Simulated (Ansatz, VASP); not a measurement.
## One calculation of BN, two programs

```
CELL_PARAMETERS angstrom
2.56597 0.00000 0.00000
-1.28298 2.22219 0.00000
0.00000 0.00000 4.19972
ATOMIC_POSITIONS crystal
B 0.33333 0.66667 0.99963
B 0.66667 0.33333 0.49963
N 0.33333 0.66667 0.37437
N 0.66667 0.33333 0.87437
```

Change from the starting cell: strained cell.

Alike in both runs: functional PBEsol; k mesh 9 × 9 × 6; occupations gaussian, width 0.02 eV; no spin polarisation.

Ansatz relaxed the structure, and its values are those at the end. VASP's run is a single point on that final structure, the one shown.

```csv
,VASP,Ansatz
version,VASP 6.6.1,Ansatz 0.2.0
potentials or method,"VASP PAW PBE potentials, release 64 (B, N), cutoff 520 eV","scalar-relativistic, plane waves, PAW"
valence electrons in the cell,16,16
```

|  | VASP | Ansatz | Ansatz less VASP |
| --- | --- | --- | --- |
| gap on the k mesh at the Fermi level (eV) | 5.03 | 5.04 | +0.012 |
| least direct gap on the mesh (eV) | 8.07 | 8.07 | +0.001 |
| pressure (GPa) | -6.3 | -7.0 | -0.71 |

VASP's potentials were made for PBE, not for PBEsol, and Ansatz warns of the same on its side. Ansatz's warnings: stress scf threshold loose.
